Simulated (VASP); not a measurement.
# YTl in VASP: a series of runs, part 2 of 2

VASP 6.6.1.

### 3 Electric field gradients, LDA (equal xy, yz and zx shear strains of -2 %)

Input file INCAR:

```
SYSTEM = YTl
PREC     = Accurate       ! precision mode
ENCUT    = 520            ! plane-wave cutoff, eV
EDIFF    = 1E-8           ! SCF threshold, eV
ISMEAR   = -1             ! smearing method
SIGMA    = 0.08           ! smearing width, eV
LREAL    = .False.        ! projectors in reciprocal space
LASPH    = .True.         ! aspherical terms in the spheres
NELM     = 80             ! most SCF steps
ALGO     = Normal         ! electronic algorithm
ISIF     = 2              ! what is computed and relaxed
LWAVE    = .False.        ! write WAVECAR
LCHARG   = .False.        ! write CHGCAR
GGA      = CA             ! functional
LEFG     = .True.       
NBANDS   = 19             ! bands
```

Input file KPOINTS:

```
Automatic mesh
0
Gamma
  11 11 11
  0 0 0
```

Input file POSCAR:

```
YTl
1.0
    3.7510000000     -0.0375100000     -0.0375100000
   -0.0375100000      3.7510000000     -0.0375100000
   -0.0375100000     -0.0375100000      3.7510000000
Y Tl
1 1
Direct
    0.5000000000      0.5000000000      0.5000000000
    0.0000000000      0.0000000000      0.0000000000
```

Potentials or basis: VASP PAW LDA potentials, release 64 (Y_sv, Tl_d).

Started as:

```bash
> cat potpaw_LDA.64/Y_sv/POTCAR potpaw_LDA.64/Tl_d/POTCAR > POTCAR
> mpirun -np 1 vasp_std > vasp.out
```

OUTCAR:

```text
SYSTEM = YTl
   PREC = Accurate
   ENCUT = 520
   EDIFF = 1E-8
   ISMEAR = -1
   LREAL = .False.
   LASPH = .True.
   NELM = 80
   ISIF = 2
   GGA = CA

 ion  position               nearest neighbor table
   1  0.500  0.500  0.500-   2 3.18   2 3.18   2 3.27   2 3.27   2 3.27   2 3.27   2 3.27   2 3.27

   2  0.000  0.000  0.000-   1 3.18   1 3.18   1 3.27   1 3.27   1 3.27   1 3.27   1 3.27   1 3.27

  LATTYP: Found a trigonal (rhomboedric) cell.
 ALAT       =     3.7513750812
 COS(alpha) =    -0.0198960208

  Lattice vectors:

 A1 = (   3.7510000000,  -0.0375100000,  -0.0375100000)
 A2 = (  -0.0375100000,   3.7510000000,  -0.0375100000)
 A3 = (  -0.0375100000,  -0.0375100000,   3.7510000000)

Analysis of symmetry for initial positions (statically):
=====================================================================
 Subroutine PRICEL returns:
 Original cell was already a primitive cell.

 Routine SETGRP: Setting up the symmetry group for a
 trigonal (rhombohedral) supercell.

 Subroutine GETGRP returns: Found 12 space group operations
 (whereof 12 operations were pure point group operations)
 out of a pool of 12 trial point group operations.

The static configuration has the point symmetry D_3d.

Analysis of symmetry for dynamics (positions and initial velocities):
=====================================================================
 Subroutine PRICEL returns:
 Original cell was already a primitive cell.

 Routine SETGRP: Setting up the symmetry group for a
 trigonal (rhombohedral) supercell.

 Subroutine GETGRP returns: Found 12 space group operations
[... 159 lines left out ...]
      1     -36.8923      2.00000
      2     -16.9427      2.00000
      3     -16.9279      2.00000
      4     -16.9279      2.00000
      5      -5.8067      2.00000
      6      -5.8067      2.00000
[... 505 lines left out ...]
      6      -5.6740      2.00000
[... 11 lines left out ...]
     18      11.9106      0.00000
     19      14.6261      0.00000

 [... further k-points ...]

------------------------ aborting loop because EDIFF is reached ----------------------------------------

  FORCE on cell =-STRESS in cart. coord.  units (eV):
  Direction    XX          YY          ZZ          XY          YZ          ZX
  --------------------------------------------------------------------------------------
  -------------------------------------------------------------------------------------
  Total       -0.9306824     -0.9306824     -0.9306824      0.2573201      0.2573201      0.2573201
  in kB      -28.2619468    -28.2619468    -28.2619468      7.8140157      7.8140157      7.8140157
  external PRESSURE =     -28.2619468 kB  Pullay stress =       0.0000000 kB

 VOLUME and BASIS-vectors are now :
 -----------------------------------------------------------------------------
  energy-cutoff  :      520.00
  volume of cell :       52.76
      direct lattice vectors                 reciprocal lattice vectors
     3.751000000 -0.037510000 -0.037510000     0.266649443  0.002693429  0.002693429
    -0.037510000  3.751000000 -0.037510000     0.002693429  0.266649443  0.002693429
    -0.037510000 -0.037510000  3.751000000     0.002693429  0.002693429  0.266649443

 POSITION                                       TOTAL-FORCE (eV/Angst)
 -----------------------------------------------------------------------------------
      1.83799      1.83799      1.83799         0.000000      0.000000      0.000000
      0.00000      0.00000      0.00000        -0.000000     -0.000000     -0.000000
 -----------------------------------------------------------------------------------
    total drift:                               -0.000000      0.000000      0.000000

  FREE ENERGIE OF THE ION-ELECTRON SYSTEM (eV)
  ---------------------------------------------------
  free  energy   TOTEN  =       -10.8847533250 eV

  energy  without entropy=      -10.8559112024  energy(sigma->0) =      -10.87033226

 Electric field gradients (V/A^2)
---------------------------------------------------------------------
 ion       V_xx      V_yy      V_zz      V_xy      V_xz      V_yz
---------------------------------------------------------------------
   1      -0.000     0.000     0.000    -4.646    -4.646    -4.646
   2      -0.000    -0.000     0.000   -17.548   -17.548   -17.548
---------------------------------------------------------------------

 Electric field gradients after diagonalization (V/A^2)
 (convention: |V_zz| > |V_xx| > |V_yy|)
----------------------------------------------------------------------
 ion       V_xx      V_yy      V_zz     asymmetry (V_yy - V_xx)/ V_zz
----------------------------------------------------------------------
   1       4.646     4.646    -9.292       0.000
   2      17.548    17.548   -35.095       0.000
----------------------------------------------------------------------

           NMR quadrupolar parameters

 Cq : quadrupolar parameter    Cq=e*Q*V_zz/h
 eta: asymmetry parameters     (V_yy - V_xx)/ V_zz
 Q  : nuclear electric quadrupole moment in mb (millibarn)
----------------------------------------------------------------------
 ion       Cq(MHz)       eta       Q (mb)
----------------------------------------------------------------------
   1      -0.022       0.000       1.000
   2      -0.085       0.000       1.000
----------------------------------------------------------------------
```

OSZICAR:

```text
N       E                     dE             d eps       ncg     rms          rms(c)
DAV:   1     0.108416191835E+03    0.10842E+03   -0.12724E+04  5740   0.120E+03
DAV:   2    -0.618061371833E+01   -0.11460E+03   -0.11254E+03  6314   0.278E+02
DAV:   3    -0.112961173980E+02   -0.51155E+01   -0.50596E+01  9170   0.402E+01
DAV:   4    -0.114232510375E+02   -0.12713E+00   -0.12654E+00  6593   0.512E+00
DAV:   5    -0.114258316476E+02   -0.25806E-02   -0.25772E-02  6586   0.612E-01    0.255E+01
DAV:   6    -0.109720483272E+02    0.45378E+00   -0.52124E-01  6006   0.428E+00    0.164E+01
DAV:   7    -0.109021069478E+02    0.69941E-01   -0.59986E-01  6899   0.449E+00    0.235E+00
DAV:   8    -0.108852465913E+02    0.16860E-01   -0.10943E-01  6039   0.198E+00    0.568E-01
DAV:   9    -0.108847489730E+02    0.49762E-03   -0.45538E-03  6165   0.390E-01    0.964E-02
DAV:  10    -0.108847563256E+02   -0.73526E-05   -0.17572E-04  6353   0.102E-01    0.769E-02
DAV:  11    -0.108847534297E+02    0.28959E-05   -0.16600E-05  6580   0.295E-02    0.272E-02
DAV:  12    -0.108847533247E+02    0.10499E-06   -0.11696E-06  6295   0.721E-03    0.369E-03
DAV:  13    -0.108847533250E+02   -0.32378E-09   -0.73798E-08  7385   0.138E-03
   1 F= -.10884753E+02 E0= -.10870332E+02  d E =-.288421E-01
```

stdout:

```text
POSCAR found type information on POSCAR Y Tl
 POSCAR found :  2 types and       2 ions
 scaLAPACK will be used
 LDA part: xc-table for (Slater(with rela. corr.)+CA(PZ))
 , standard interpolation
 POSCAR, INCAR and KPOINTS ok, starting setup
 FFT: planning ... GRIDC
 FFT: planning ... GRID_SOFT
 FFT: planning ... GRID
 WAVECAR not read
 entering main loop
ion   1

ion   2
```

It took 1.8 min on 1 thread of Intel Xeon 8259CL, shared host; peak memory 0.28 GiB.

What came out:

| Quantity | Value |
| --- | --- |
| Free energy | -10.8848 eV |
| Pressure | -2.8 GPa |
| Band gap on the k mesh | zero (bands 12 and 13 overlap by 2.26 eV) |
| Largest electric field gradient by atom | Y -9.3; Tl -35.1 V/Å² |

Electric field gradients, principal values (V/Å²):
```
atom   least  middle  greatest (by size)
 1 Y   4.646   4.646              -9.292
2 Tl  17.548  17.548             -35.095
```

Caveat: the cell differs from its parent crystal (equal xy, yz and zx shear strains of -2 %); without QUAD_EFG the Cq values of the log hold for a quadrupole moment of 1 mb, not for the nuclei; spin-orbit coupling is left out, which moves the levels of the heavy elements.
